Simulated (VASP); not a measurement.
Here is a VASP 6.6.1 calculation.

File INCAR:

```
ALGO = Normal ; EDIFF = 1E-6
ENCUT = 520 ; GGA = PS
ISIF = 2 ; ISMEAR = 0
LASPH = True ; LCHARG = True
LELF = True ; LREAL = False
LVHAR = True ; LWAVE = False
NBANDS = 14 ; NELM = 80
PREC = Accurate ; SIGMA = 0.01
```

The input KPOINTS:

```
k-points
0
Gamma
  8 8 8
```

File POSCAR:

```
NaCl
1.0
    0.0000000000      2.8009525376      2.7869477749
    2.8009525376      0.0000000000      2.7869477749
    2.8009525376      2.8009525376      0.0000000000
Na Cl
1 1
Direct
    0.0000000000      0.0000000000      0.0000000000
    0.5000000000      0.5000000000      0.5000000000
```

Potentials or basis: VASP PAW PBE potentials, release 64 (Na_pv, Cl).

The run is started by

```sh
$ cat potpaw_PBE.64/Na_pv/POTCAR potpaw_PBE.64/Cl/POTCAR > POTCAR
$ mpirun -np 1 vasp_std > vasp.out
```

Question: Predict the band gap on the k mesh.

Answer: 5.02 eV.

Question: Estimate the pressure.

Answer: 0.2 GPa.

Stress tensor (GPa, compression positive):
```
0.08 0.00 0.00
0.00 0.08 0.00
0.00 0.00 0.31
```

Caveat: the cell differs from its parent crystal (z stretched by -0.5 %, x and y held); the PAW data sets were made with another functional, which shifts forces and pressure a little.
